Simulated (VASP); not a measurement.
# CsCl (Pm-3m) in VASP: further runs

CsCl is run at these levels: PBE; tasks: single point, vibrations by perturbation theory.

Everything below comes from runs of VASP 6.6.1. Logs are shortened: lines on timing, memory, paths and dates and some standing lists are left out, and cuts for length are marked.

## 1. The cell of the first run

Symmetry: Pm-3m, No. 221, cubic system. Conventional cell: a = 4.206 Å, b = 4.206 Å, c = 4.206 Å, α = 90.00°, β = 90.00°, γ = 90.00°. Within 4.8 Å of Cs (site symmetry m-3m) lie 8 Cl at 3.64 Å and 6 Cs at 4.21 Å. Cl (site symmetry m-3m) has 8 Cs at 3.64 Å and 6 Cl at 4.21 Å within 4.8 Å.

## 2. Single point, PBE

File POSCAR:

```
CsCl
1.0
    4.2056484088      0.0000000000      0.0000000000
    0.0000000000      4.2056484088      0.0000000000
    0.0000000000      0.0000000000      4.2056484088
Cs Cl
1 1
Direct
    0.0000000000      0.0000000000      0.0000000000
    0.5000000000      0.5000000000      0.5000000000
```

File INCAR.step1:

```
SYSTEM = CsCl
PREC = Accurate
ENCUT = 400
EDIFF = 1E-6
ISMEAR = 0
SIGMA = 0.02
LREAL = .False.
LASPH = .True.
NELM = 120
ALGO = Normal
ISIF = 2
LWAVE = .False.
LCHARG = .True.
GGA = PE
NBANDS = 15
GGA_COMPAT = .False.
NEDOS = 2001
LORBIT = 11
```

File KPOINTS.step1:

```
regular mesh
0
Gamma
  6 6 6
  0 0 0
```

File INCAR.step2:

```
SYSTEM = CsCl
PREC = Accurate
ENCUT = 400
EDIFF = 1E-6
ISMEAR = -5
SIGMA = 0.02
LREAL = .False.
LASPH = .True.
NELM = 120
ALGO = Normal
ISIF = 2
LWAVE = .False.
LCHARG = .False.
GGA = PE
LORBIT = 11
NBANDS = 15
NEDOS = 1001
ICHARG = 11
GGA_COMPAT = .False.
```

File KPOINTS.step2:

```
regular mesh
0
Gamma
  9 9 9
  0 0 0
```

Potentials or basis: VASP PAW PBE potentials, release 64 (Cs_sv, Cl).

The run is started by

```bash
$ cat potpaw_PBE.64/Cs_sv/POTCAR potpaw_PBE.64/Cl/POTCAR > POTCAR
$ cp INCAR.step1 INCAR
$ cp KPOINTS.step1 KPOINTS
$ mpirun -np 1 vasp_std > vasp.out
$ cp INCAR.step2 INCAR
$ cp KPOINTS.step2 KPOINTS
$ mpirun -np 1 vasp_std > vasp.out
```

OUTCAR:

```text
SYSTEM = CsCl
   PREC = Accurate
   ENCUT = 400
   EDIFF = 1E-6
   ISMEAR = -5
   LREAL = .False.
   LASPH = .True.
   NELM = 120
   ISIF = 2
   GGA = PE
   LORBIT = 11
   ICHARG = 11

 ion  position               nearest neighbor table
   1  0.000  0.000  0.000-
   2  0.500  0.500  0.500-

  LATTYP: Found a simple cubic cell.
 ALAT       =     4.2056484088

  Lattice vectors:

 A1 = (   4.2056484088,   0.0000000000,   0.0000000000)
 A2 = (   0.0000000000,   4.2056484088,   0.0000000000)
 A3 = (   0.0000000000,   0.0000000000,   4.2056484088)

Analysis of symmetry for initial positions (statically):
=====================================================================
 Subroutine PRICEL returns:
 Original cell was already a primitive cell.

 Routine SETGRP: Setting up the symmetry group for a
 simple cubic supercell.

 Subroutine GETGRP returns: Found 48 space group operations
 (whereof 48 operations were pure point group operations)
 out of a pool of 48 trial point group operations.

The static configuration has the point symmetry O_h .

Analysis of symmetry for dynamics (positions and initial velocities):
=====================================================================
 Subroutine PRICEL returns:
 Original cell was already a primitive cell.

 Routine SETGRP: Setting up the symmetry group for a
 simple cubic supercell.

 Subroutine GETGRP returns: Found 48 space group operations
 (whereof 48 operations were pure point group operations)
 out of a pool of 48 trial point group operations.

The dynamic configuration has the point symmetry O_h .

 Subroutine INISYM returns: Found 48 space group operations
 (whereof 48 operations are pure point group operations),
 and found     1 'primitive' translations

----------------------------------------------------------------------------------------

                                     Primitive cell

  volume of cell :      74.3873

  direct lattice vectors                    reciprocal lattice vectors
     4.205648409  0.000000000  0.000000000     0.237775464  0.000000000  0.000000000
     0.000000000  4.205648409  0.000000000     0.000000000  0.237775464  0.000000000
     0.000000000  0.000000000  4.205648409     0.000000000  0.000000000  0.237775464

  length of vectors
     4.205648409  4.205648409  4.205648409     0.237775464  0.237775464  0.237775464

  position of ions in fractional coordinates (direct lattice)
     0.000000000  0.000000000  0.000000000
     0.500000000  0.500000000  0.500000000

  ion indices of the primitive-cell ions
   primitive index   ion index
                 1           1
                 2           2

----------------------------------------------------------------------------------------

 KPOINTS: regular mesh

Automatic generation of k-mesh.
 Grid dimensions read from file:
 generate k-points for:    9    9    9

 Generating k-lattice:

  Cartesian coordinates                     Fractional coordinates (reciprocal lattice)
     0.026419496  0.000000000  0.000000000     0.111111111  0.000000000  0.000000000
     0.000000000  0.026419496  0.000000000     0.000000000  0.111111111  0.000000000
     0.000000000  0.000000000  0.026419496     0.000000000  0.000000000  0.111111111

  Length of vectors
     0.026419496  0.026419496  0.026419496

  Shift w.r.t. Gamma in fractional coordinates (k-lattice)
     0.000000000  0.000000000  0.000000000

 TETIRR: Found    353 inequivalent tetrahedra from     4374

 Subroutine IBZKPT returns following result:
 ===========================================

 Found     35 irreducible k-points:

 Following reciprocal coordinates:
            Coordinates               Weight
  0.000000  0.000000  0.000000      1.000000
  0.111111  0.000000  0.000000      6.000000
  0.222222  0.000000  0.000000      6.000000
  0.333333  0.000000  0.000000      6.000000
  0.444444  0.000000  0.000000      6.000000
  0.111111  0.111111  0.000000     12.000000
[... 16 lines left out ...]
  0.333333  0.333333  0.111111     24.000000
  0.444444  0.333333  0.111111     48.000000
 [... further k-points ...]
   k-points           NKPTS =     35   k-points in BZ     NKDIM =     35   number of bands    NBANDS=     15
   number of dos      NEDOS =   1001   number of ions     NIONS =      2
   total plane-waves  NPLWV =  21952
   dimension x,y,z NGX =    28 NGY =   28 NGZ =   28
   dimension x,y,z NGXF=    56 NGYF=   56 NGZF=   56
   ions per type =               1   1
   NGX,Y,Z   is equivalent  to a cutoff of  11.07, 11.07, 11.07 a.u.
   NGXF,Y,Z  is equivalent  to a cutoff of  22.14, 22.14, 22.14 a.u.
 SYSTEM =  CsCl
   PREC   = accura    normal or accurate (medium, high low for compatibility)
   ISTART =      0    job   : 0-new  1-cont  2-samecut
   ICHARG =     11    charge: 1-file 2-atom 10-const
   ISPIN  =      1    spin polarized calculation?
   LNONCOLLINEAR =      F non collinear calculations
   LSORBIT =      F    spin-orbit coupling
   LASPH  =      T    aspherical Exc in radial PAW
   ENCUT  =  400.0 eV  29.40 Ry    5.42 a.u.   6.86  6.86  6.86*2*pi/ulx,y,z
   NELM   =    120;   NELMIN=  2; NELMDL=  0     # of ELM steps
   EDIFF  = 0.1E-05   stopping-criterion for ELM
   LREAL  =      F    real-space projection
   EDIFFG = 0.1E-04   stopping-criterion for IOM
   NSW    =      0    number of steps for IOM
   IBRION =     -1    ionic relax: 0-MD 1-quasi-New 2-CG
   NFREE  =      0    steps in history (QN), initial steepest desc. (CG)
   ISIF   =      2    stress and relaxation
   ISYM   =      2    0-nonsym 1-usesym 2-fastsym
   POTIM  = 0.5000    time-step for ionic-motion
   TEBEG  =    0.0;   TEEND  =   0.0 temperature during run
   PSTRESS=    0.0 pullay stress
   NELECT =      16.0000    total number of electrons
   NUPDOWN=      -1.0000    fix difference up-down
   EMIN   =  10.00;   EMAX   =-10.00  energy-range for DOS
   EFERMI =   0.00;   METHOD = LEGACY
   ISMEAR =    -5;   SIGMA  =   0.02  broadening in eV -4-tet -1-fermi 0-gaus
   EFERMI_NEDOS =   21; number of points for ismear=-14 and -15
   IALGO  =     38    algorithm
   IMIX   =      4    mixing-type and parameters
     AMIX     =   0.40;   BMIX     =  1.00
     AMIX_MAG =   1.60;   BMIX_MAG =  1.00
  volume/ion in A,a.u.               =      37.19       251.00
  Fermi-wavevector in a.u.,A,eV,Ry     =   0.980878  1.853592 13.090472  0.962123
  Thomas-Fermi vector in A             =   2.111842
   LORBIT       =     11    0 simple, 1 ext, 2 COOP (PROOUT), +10 PAW based schemes
   GGA     = PE    functional components
   LHFCALC =     F    Hartree Fock is set to
   AEXX    =    0.0000 exact exchange contribution
   IVDW    =     0    specifies the selected vdW correction
   LEPSILON=     F    determine dielectric tensor
   LRPA    =     F    only Hartree local field effects (RPA)
 non-spin polarized calculation
 Fermi weights with tetrahedron method with Bloechl corrections
  energy-cutoff  :      400.00
  volume of cell :       74.39
 maximum number of plane-waves:      1366
 NGX is ok and might be reduce to    28

 number of electron      16.0000000 magnetization

 Free energy of the ion-electron system (eV)
  ---------------------------------------------------
  ext. energy  EPLUGINS =         0.00000000
  ---------------------------------------------------
  free energy    TOTEN  =        -6.54116718 eV

  energy without entropy =       -6.54116718  energy(sigma->0) =       -6.54116718

 E-fermi :  -0.5948     XC(G=0):  -7.9882

 val. band max:       -0.6144535897   @ k =   0.0000   0.0000   0.0000
 cond. band min:       4.3825646489   @ k =   0.0000   0.0000   0.0000
 fundamental gap:      4.9970182386
 Fermi energy:        -0.5948016175

 k-point     1 :       0.0000    0.0000    0.0000
  band No.  band energies     occupation
      1     -20.0834      2.00000
      2     -12.7174      2.00000
      3      -6.6099      2.00000
      4      -6.6099      2.00000
      5      -6.6099      2.00000
      6      -0.6145      2.00000
      7      -0.6145      2.00000
      8      -0.6145      2.00000
      9       4.3826      0.00000
     10       4.8226      0.00000
     11       4.8226      0.00000
     12       9.1936      0.00000
     13       9.1936      0.00000
     14       9.1936      0.00000
     15      12.3653      0.00000

 k-point     2 :       0.1111    0.0000    0.0000
  band No.  band energies     occupation
      1     -20.0761      2.00000
      2     -12.7199      2.00000
      3      -6.6720      2.00000
      4      -6.5971      2.00000
      5      -6.5971      2.00000
      6      -0.7660      2.00000
      7      -0.6353      2.00000
      8      -0.6353      2.00000
      9       4.6600      0.00000
     10       4.9007      0.00000
     11       5.0924      0.00000
     12       9.0865      0.00000
     13       9.0865      0.00000
     14       9.2583      0.00000
     15      11.6046      0.00000

 k-point     3 :       0.2222    0.0000    0.0000
  band No.  band energies     occupation
      1     -20.0574      2.00000
      2     -12.7269      2.00000
      3      -6.8209      2.00000
      4      -6.5642      2.00000
      5      -6.5642      2.00000
      6      -1.1068      2.00000
      7      -0.6893      2.00000
      8      -0.6893      2.00000
      9       5.1231      0.00000
     10       5.3328      0.00000
     11       5.8525      0.00000
     12       8.8743      0.00000
     13       8.8743      0.00000
     14       9.4389      0.00000
     15      10.4132      0.00000

 k-point     4 :       0.3333    0.0000    0.0000
  band No.  band energies     occupation
      1     -20.0359      2.00000
      2     -12.7360      2.00000
      3      -6.9771      2.00000
      4      -6.5260      2.00000
      5      -6.5260      2.00000
      6      -1.4418      2.00000
      7      -0.7526      2.00000
      8      -0.7526      2.00000
      9       5.4410      0.00000
     10       6.0871      0.00000
     11       6.9122      0.00000
     12       8.7112      0.00000
     13       8.7112      0.00000
     14       9.3846      0.00000
     15       9.6846      0.00000
[... 307 lines left out ...]
 k-point    22 :       0.4444    0.2222    0.1111
  band No.  band energies     occupation
      1     -19.9927      2.00000
      2     -12.6912      2.00000
      3      -7.1435      2.00000
      4      -6.8253      2.00000
      5      -6.5617      2.00000
      6      -1.3442      2.00000
      7      -0.9885      2.00000
      8      -0.7407      2.00000
      9       6.0527      0.00000
     10       6.4333      0.00000
     11       7.2151      0.00000
     12       7.7864      0.00000
     13       8.2950      0.00000
     14       9.3013      0.00000
     15      10.7978      0.00000

 k-point    23 :       0.3333    0.3333    0.1111
  band No.  band energies     occupation
      1     -19.9867      2.00000
      2     -12.6738      2.00000
      3      -7.0921      2.00000
      4      -7.0050      2.00000
      5      -6.5524      2.00000
      6      -1.2110      2.00000
      7      -0.9997      2.00000
      8      -0.7789      2.00000
      9       5.8565      0.00000
     10       6.1947      0.00000
     11       7.5887      0.00000
     12       7.9039      0.00000
     13       8.1475      0.00000
     14       8.7730      0.00000
     15      11.1769      0.00000

 k-point    24 :       0.4444    0.3333    0.1111
  band No.  band energies     occupation
      1     -19.9741      2.00000
      2     -12.6580      2.00000
      3      -7.1890      2.00000
      4      -7.0666      2.00000
      5      -6.5324      2.00000
      6      -1.2005      2.00000
      7      -1.0532      2.00000
      8      -0.7537      2.00000
      9       5.8013      0.00000
     10       5.9568      0.00000
     11       7.5055      0.00000
     12       7.6361      0.00000
     13       8.6444      0.00000
     14       9.8089      0.00000
     15      11.3339      0.00000

 [... further k-points ...]

------------------------ aborting loop because EDIFF is reached ----------------------------------------

  FORCE on cell =-STRESS in cart. coord.  units (eV):
  Direction    XX          YY          ZZ          XY          YZ          ZX
  --------------------------------------------------------------------------------------
  -------------------------------------------------------------------------------------
  Total        0.0052817      0.0052817      0.0052817      0.0000000     -0.0000000     -0.0000000
  in kB        0.1137589      0.1137589      0.1137589      0.0000000     -0.0000000     -0.0000000
  external PRESSURE =       0.1137589 kB  Pullay stress =       0.0000000 kB

 VOLUME and BASIS-vectors are now :
 -----------------------------------------------------------------------------
  energy-cutoff  :      400.00
  volume of cell :       74.39
      direct lattice vectors                 reciprocal lattice vectors
     4.205648409  0.000000000  0.000000000     0.237775464  0.000000000  0.000000000
     0.000000000  4.205648409  0.000000000     0.000000000  0.237775464  0.000000000
     0.000000000  0.000000000  4.205648409     0.000000000  0.000000000  0.237775464

 POSITION                                       TOTAL-FORCE (eV/Angst)
 -----------------------------------------------------------------------------------
      0.00000      0.00000      0.00000         0.000000      0.000000      0.000000
      2.10282      2.10282      2.10282         0.000000      0.000000      0.000000
 -----------------------------------------------------------------------------------
    total drift:                               -0.000000      0.000000      0.000000

  FREE ENERGIE OF THE ION-ELECTRON SYSTEM (eV)
  ---------------------------------------------------
  free  energy   TOTEN  =        -6.5411671823 eV

  energy  without entropy=       -6.5411671823  energy(sigma->0) =       -6.54116718

 total charge

# of ion       s       p       d       tot
------------------------------------------
    1        1.842   4.711   0.026   6.579
    2        1.590   3.541   0.000   5.131
--------------------------------------------------
tot          3.432   8.252   0.026  11.710
```

It took 41 s on 1 thread of Intel Xeon 8259CL, shared host; peak memory 0.16 GiB.

What came out:

- Valence electrons inside the program's atomic spheres: Cs 6.58; Cl 5.13

Levels at points of the mesh, in eV from the valence-band top:
| k point | band 6 | band 7 | band 8 | band 9 | band 10 | band 11 |
| --- | --- | --- | --- | --- | --- | --- |
| (0.00, 0.00, 0.00) | 0.00 | 0.00 | 0.00 | 5.00 | 5.44 | 5.44 |

Caveat: spin-orbit coupling is left out, which moves the levels of the heavy elements.

(Part 1 of 2 ends here.)
